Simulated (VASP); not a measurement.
**Hf4N: single point with PBE**

The system is Hf4N.

```
Hf N
1.0
    -2.24667    2.24667    4.59952
     2.24667   -2.24667    4.59952
     2.24667    2.24667   -4.59952
Hf N
4 1
Direct
  0.75869 0.75869 0.00000
  0.50000 0.00000 0.50000
  0.00000 0.50000 0.50000
  0.24131 0.24131 0.00000
  0.00000 0.00000 0.00000
```

The cell was generated, and may not be a known phase.

- Program: VASP 6.6.1
- Task: single point
- Functional: PBE
- Potentials or basis: VASP PAW PBE potentials, release 64 (Hf_pv, N)
- Cutoff: 520 eV
- k mesh: 12 × 12 × 12
- Occupations: gaussian, width 0.1 eV
- Spin: no spin polarisation
- Dipole correction: no
- Further INCAR settings: ALGO = Normal; EDIFF = 1e-06; NBANDS = 30

```json
{"Pressure": "-0.8 GPa", "Largest force": "0.073 eV/Å", "Band gap on the k mesh": "zero (an odd number of electrons rules out a gap without spin polarisation)"}
```

Forces in eV/Å, atoms in the order of the input:
```
Hf   0.000  0.000  0.073
Hf   0.000  0.000  0.000
Hf   0.000  0.000  0.000
Hf   0.000  0.000 -0.073
N    0.000  0.000  0.000
```

Levels at points of the mesh, in eV from the Fermi level:
| k point | band 20 | band 21 | band 22 | band 23 | band 24 | band 25 |
| --- | --- | --- | --- | --- | --- | --- |
| (0.00, 0.00, 0.00) | -1.64 | -0.50 | -0.50 | 1.17 | 1.38 | 1.38 |
| (0.50, 0.00, 0.00) | -1.23 | -0.67 | -0.47 | -0.41 | 0.57 | 0.78 |
| (0.50, 0.50, 0.00) | -1.32 | -0.45 | 0.16 | 0.31 | 0.49 | 0.61 |
| (0.50, 0.50, 0.50) | -2.12 | -2.12 | -1.00 | -0.56 | 0.96 | 2.86 |

Wall time 13 min on 1 thread of Intel Xeon 8259CL, on a shared host, peak memory 0.51 GiB.

Caveat: spin-orbit coupling is left out, which moves the levels of the heavy elements.
